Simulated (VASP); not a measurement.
# Mg (P6_3/mmc) in VASP: notebook, part 2 of 2

VASP 6.6.1. The steps go on from the part before.

## (4) Electric field gradients, PBE (volume scaled by 0.98)

The input, INCAR:

```
SYSTEM = Mg
PREC = Accurate ; ENCUT = 520
EDIFF = 1E-8 ; ISMEAR = -1
SIGMA = 0.08 ; LREAL = .FALSE.
LASPH = .TRUE. ; NELM = 60
ALGO = Normal ; ISIF = 2
LWAVE = .FALSE. ; LCHARG = .FALSE.
GGA = PE ; LEFG = .TRUE.
NBANDS = 9
```

The input, KPOINTS:

```
regular mesh
0
G
  12 12 7
  0 0 0
```

The input, POSCAR:

```
Mg
1.0
    3.1877321484      0.0000000000      0.0000000000
   -1.5938660741      2.7606570210      0.0000000000
    0.0000000000      0.0000000000      5.1753602886
Mg
2
Direct
    0.3333333333      0.6666666667      0.2500000000
    0.6666666667      0.3333333333      0.7500000000
```

Potentials or basis: VASP PAW PBE potentials, release 64 (Mg).

On the command line:

```sh
$ cat potpaw_PBE.64/Mg/POTCAR > POTCAR
$ mpirun -np 1 vasp_std > vasp.out
```

OUTCAR:

```text
SYSTEM = Mg
   PREC = Accurate
   ENCUT = 520
   EDIFF = 1E-8
   ISMEAR = -1
   LREAL = .FALSE.
   LASPH = .TRUE.
   NELM = 60
   ISIF = 2
   GGA = PE

 ion  position               nearest neighbor table
   1  0.333  0.667  0.250-   2 3.18   2 3.18   2 3.18   2 3.18   2 3.18   2 3.18
   2  0.667  0.333  0.750-   1 3.18   1 3.18   1 3.18   1 3.18   1 3.18   1 3.18

  LATTYP: Found a hexagonal cell.
 ALAT       =     3.1877321484
 C/A-ratio  =     1.6235242008

  Lattice vectors:

 A1 = (   3.1877321484,   0.0000000000,   0.0000000000)
 A2 = (  -1.5938660741,   2.7606570210,   0.0000000000)
 A3 = (   0.0000000000,   0.0000000000,   5.1753602886)

Analysis of symmetry for initial positions (statically):
=====================================================================
 Subroutine PRICEL returns:
 Original cell was already a primitive cell.

 Routine SETGRP: Setting up the symmetry group for a
 hexagonal supercell.
[... 479 lines left out ...]
  volume of cell :       45.54
      direct lattice vectors                 reciprocal lattice vectors
     3.187732148  0.000000000  0.000000000     0.313702643  0.181116305  0.000000000
    -1.593866074  2.760657021  0.000000000     0.000000000  0.362232611  0.000000000
     0.000000000  0.000000000  5.175360289     0.000000000  0.000000000  0.193223263

 POSITION                                       TOTAL-FORCE (eV/Angst)
 -----------------------------------------------------------------------------------
     -0.00000      1.84044      1.29384         0.000000     -0.000000      0.000000
      1.59387      0.92022      3.88152        -0.000000      0.000000      0.000000
 -----------------------------------------------------------------------------------
    total drift:                                0.000000     -0.000000      0.000000

  FREE ENERGIE OF THE ION-ELECTRON SYSTEM (eV)
  ---------------------------------------------------
  free  energy   TOTEN  =        -3.0216381509 eV

  energy  without entropy=       -3.0039858150  energy(sigma->0) =       -3.01281198

 Electric field gradients (V/A^2)
---------------------------------------------------------------------
 ion       V_xx      V_yy      V_zz      V_xy      V_xz      V_yz
---------------------------------------------------------------------
   1      -0.497    -0.497     0.994    -0.000    -0.000     0.000
   2      -0.497    -0.497     0.994    -0.000     0.000    -0.000
---------------------------------------------------------------------

 Electric field gradients after diagonalization (V/A^2)
 (convention: |V_zz| > |V_xx| > |V_yy|)
----------------------------------------------------------------------
 ion       V_xx      V_yy      V_zz     asymmetry (V_yy - V_xx)/ V_zz
----------------------------------------------------------------------
   1      -0.497    -0.497     0.994       0.000
   2      -0.497    -0.497     0.994       0.000
----------------------------------------------------------------------

           NMR quadrupolar parameters

 Cq : quadrupolar parameter    Cq=e*Q*V_zz/h
 eta: asymmetry parameters     (V_yy - V_xx)/ V_zz
 Q  : nuclear electric quadrupole moment in mb (millibarn)
----------------------------------------------------------------------
 ion       Cq(MHz)       eta       Q (mb)
----------------------------------------------------------------------
   1       0.002       0.000       1.000
   2       0.002       0.000       1.000
----------------------------------------------------------------------
```

OSZICAR:

```text
N       E                     dE             d eps       ncg     rms          rms(c)
DAV:   1    -0.431262459267E+00   -0.43126E+00   -0.13095E+03  1368   0.317E+02
DAV:   2    -0.300377682513E+01   -0.25725E+01   -0.25220E+01  1862   0.265E+01
DAV:   3    -0.303517790225E+01   -0.31401E-01   -0.31329E-01  1838   0.250E+00
DAV:   4    -0.303526631151E+01   -0.88409E-04   -0.88406E-04  1695   0.131E-01
DAV:   5    -0.303526677369E+01   -0.46218E-06   -0.46238E-06  1787   0.904E-03    0.961E-01
DAV:   6    -0.302911305417E+01    0.61537E-02   -0.59562E-04  1568   0.191E-01    0.616E-01
DAV:   7    -0.302162771887E+01    0.74853E-02   -0.23082E-03  1431   0.330E-01    0.340E-02
DAV:   8    -0.302163968245E+01   -0.11964E-04   -0.16214E-05  1949   0.241E-02    0.756E-03
DAV:   9    -0.302163840432E+01    0.12781E-05   -0.12216E-06  1491   0.532E-03    0.614E-04
DAV:  10    -0.302163818364E+01    0.22068E-06   -0.55475E-09  1818   0.441E-04    0.153E-04
DAV:  11    -0.302163815286E+01    0.30777E-07   -0.52041E-10   866   0.161E-04    0.161E-05
DAV:  12    -0.302163815085E+01    0.20113E-08   -0.11311E-11   809   0.183E-05
   1 F= -.30216382E+01 E0= -.30128120E+01  d E =-.176523E-01
```

stdout:

```text
POSCAR found type information on POSCAR Mg
 POSCAR found :  1 types and       2 ions
 scaLAPACK will be used
 LDA part: xc-table for (Slater+PW92), standard interpolation
 POSCAR, INCAR and KPOINTS ok, starting setup
 FFT: planning ... GRIDC
 FFT: planning ... GRID_SOFT
 FFT: planning ... GRID
 WAVECAR not read
 entering main loop
ion   1

ion   2
```

Run time: 11 s. Hardware: 1 thread of Intel Xeon Platinum 8559C (Emerald Rapids), shared host; peak memory 0.17 GiB.

What came out:

```
Free energy            : -3.0216 eV
Pressure               : 0.1 GPa
Band gap on the k mesh : zero (band 2 reaches 3.68 eV, above the bottom of band 3 at 1.43 eV)
```

Stress tensor (GPa, compression positive):
```
 0.41  0.00  0.00
 0.00  0.41  0.00
 0.00  0.00 -0.39
```

Electric field gradients, principal values (V/Å²):
```tsv
atom	least	middle	greatest (by size)
1 Mg	-0.497	-0.497	0.994
2 Mg	-0.497	-0.497	0.994
```

Caveat: without QUAD_EFG the Cq values of the log hold for a quadrupole moment of 1 mb, not for the nuclei.
